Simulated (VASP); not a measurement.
Here is a VASP 6.6.1 calculation.

Contents of INCAR:

```
SYSTEM = ZrBr5
ALGO     = Normal         ! electronic algorithm
EDIFF    = 1E-6           ! SCF threshold, eV
ENCUT    = 520            ! plane-wave cutoff, eV
GGA      = PE             ! functional
ISIF     = 2              ! what is computed and relaxed
ISMEAR   = 0              ! smearing method
LASPH    = .TRUE.         ! aspherical terms in the spheres
LCHARG   = .TRUE.         ! write CHGCAR
LELF     = .TRUE.         ! ELF
LREAL    = .FALSE.        ! projectors in reciprocal space
LVHAR    = .TRUE.       
LWAVE    = .FALSE.        ! write WAVECAR
NBANDS   = 32             ! bands
NELM     = 100            ! most SCF steps
PREC     = Accurate       ! precision mode
SIGMA    = 0.1            ! smearing width, eV
```

KPOINTS

```
k-points
0
G
  4 4 4
  0 0 0
```

POSCAR

```
ZrBr5
1.0
    0.0000000000      4.4744004600      4.4744004600
    4.4744004600      0.0000000000      4.4744004600
    4.4744004600      4.4744004600      0.0000000000
Zr Br
1 5
Direct
    0.0000000000      0.0000000000      0.0000000000
    0.3752183100      0.8743450600      0.3752183100
    0.3752183100      0.3752183100      0.3752183100
    0.7500000000      0.7500000000      0.7500000000
    0.8743450600      0.3752183100      0.3752183100
    0.3752183100      0.3752183100      0.8743450600
```

Potentials or basis: VASP PAW PBE potentials, release 64 (Zr_sv, Br).

The run is started by

```console
$ cat potpaw_PBE.64/Zr_sv/POTCAR potpaw_PBE.64/Br/POTCAR > POTCAR
$ mpirun -np 1 vasp_std > vasp.out
```

Estimate the largest force.

0.086 eV/Å.

Estimate the band gap on the k mesh.

zero (an odd number of electrons rules out a gap without spin polarisation).

Estimate the pressure.

-4.0 GPa.

Forces in eV/Å, atoms in the order of the input:
```
Zr   0.000  0.000  0.000
Br   0.050 -0.050  0.050
Br  -0.050 -0.050 -0.050
Br   0.000  0.000  0.000
Br  -0.050  0.050  0.050
Br   0.050  0.050 -0.050
```

Caveat: the cell stands under tension; an odd number of electrons without spin polarisation forces a metal; a magnetic or distorted state may lie lower.
